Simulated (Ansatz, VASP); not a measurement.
CdS3: VASP beside Ansatz

```
CELL_PARAMETERS angstrom
0.00000 3.29847 3.29847
3.29847 0.00000 3.29847
3.29847 3.29847 0.00000
ATOMIC_POSITIONS crystal
Cd 0.50000 0.50000 0.50000
S 0.00000 0.00000 0.00000
S 0.25000 0.25000 0.25000
S 0.75000 0.75000 0.75000
```

Alike in both runs: task relaxation of cell and atoms; functional PBE; k mesh 12 × 12 × 12; occupations gaussian, width 0.1 eV; no spin polarisation.

|  | VASP | Ansatz |
| --- | --- | --- |
| version | VASP 6.6.1 | Ansatz 0.2.0 |
| potentials or method | VASP PAW PBE potentials, release 64 (Cd, S), cutoff 500 eV | scalar-relativistic, plane waves, PAW |
| valence electrons in the cell | 30 | 38 |

```tsv
	VASP	Ansatz	Ansatz less VASP
gap on the k mesh at the Fermi level, each at its own relaxed structure (eV)	none	none	-
relaxed volume (Å³/atom)	18.12	18.08	-0.041
relaxed cell length with the largest relative difference (Å)	4.680	4.677	-0.0035
```

A gap of «none» marks a metal or a gap that the smearing closes. VASP's potentials hold 30 valence electrons a cell and Ansatz's 38, so a difference there can come from the potentials and not from the codes.
